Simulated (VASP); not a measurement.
Sb3Pb: single point with PBE

The system is Sb3Pb.

```
Sb Pb
1.0
    -3.14979    3.14979    3.14979
     3.14979   -3.14979    3.14979
     3.14979    3.14979   -3.14979
Sb Pb
3 1
Cartesian
  3.1498 0.0000 0.0000
  0.0000 3.1498 0.0000
  0.0000 0.0000 3.1498
  0.0000 0.0000 0.0000
```

```
Program             : VASP 6.6.1
Task                : single point
Functional          : PBE
Potentials or basis : VASP PAW PBE potentials, release 64 (Sb, Pb_d)
Cutoff              : 520 eV
k mesh              : 10 × 10 × 10
Occupations         : gaussian, width 0.1 eV
Spin                : no spin polarisation
```

```
Pressure : -0.1 GPa
```

Levels at points of the mesh, in eV from the Fermi level:
```
           k point  band 12  band 13  band 14  band 15  band 16  band 17  band 18  band 19
(0.00, 0.00, 0.00)    -3.25    -2.63    -2.63    -2.63     2.71     2.71     2.71     3.71
(0.50, 0.00, 0.00)    -1.00    -0.62    -0.56    -0.49     0.92     1.70     1.86     2.41
(0.50, 0.50, 0.50)    -4.37    -1.05    -1.05    -1.05     5.10     5.10     5.10     5.33
```

Run time: 95 s on 1 thread of Intel(R) Xeon(R) Platinum 8259CL CPU @ 2.50GHz (Skylake/Cascade Lake) (shared host), peak memory 0.33 GiB.

Caveat: spin-orbit coupling is left out, which moves the levels of the heavy elements.
